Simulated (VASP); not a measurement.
Ti3Se, 4 atoms in the cell. It takes space group P-6m2 (No. 187, hexagonal). The conventional cell has a = 3.197 Å, b = 3.197 Å, c = 7.943 Å, α = 90.00°, β = 90.00°, γ = 120.00°. Within 3.4 Å of Se (site symmetry -6m2) lie 6 Ti at 2.58 Å and 6 Se at 3.20 Å. Ti (site symmetry -6m2) has 12 Ti at 2.85 to 3.20 Å within 3.8 Å. Within 3.4 Å of Ti (site symmetry 3m) lie 3 Se at 2.58 Å and 9 Ti at 2.85 to 3.20 Å. 

| Item | Value |
| --- | --- |
| Program | VASP 6.6.1 |
| Task | single point |
| Functional | PBEsol |
| Potentials or basis | VASP PAW PBE potentials, release 64 (Se, Ti_sv) |
| Cutoff | 520 eV |
| k mesh | 10 × 10 × 4 |
| Occupations | fermi-dirac, width 0.05 eV |
| Spin | no spin polarisation |
| Dipole correction | no |
| Further INCAR settings | ALGO = Normal; EDIFF = 1e-06; NBANDS = 29 |

Potentials or basis: VASP PAW PBE potentials, release 64 (Se, Ti_sv).

Command:

```bash
$ cat potpaw_PBE.64/Se/POTCAR potpaw_PBE.64/Ti_sv/POTCAR > POTCAR
$ mpirun -np 1 vasp_std > vasp.out
```

Hardware: 1 thread of Intel(R) Xeon(R) Platinum 8375C CPU @ 2.90GHz (Ice Lake), with other jobs on the host.

Problem. Estimate the wall time of this run.

Solution. Wall time 55 s on 1 thread of Intel(R) Xeon(R) Platinum 8375C CPU @ 2.90GHz (Ice Lake), with other jobs on the host, peak memory 0.22 GiB. Counts: scf iterations 16, k points 42.
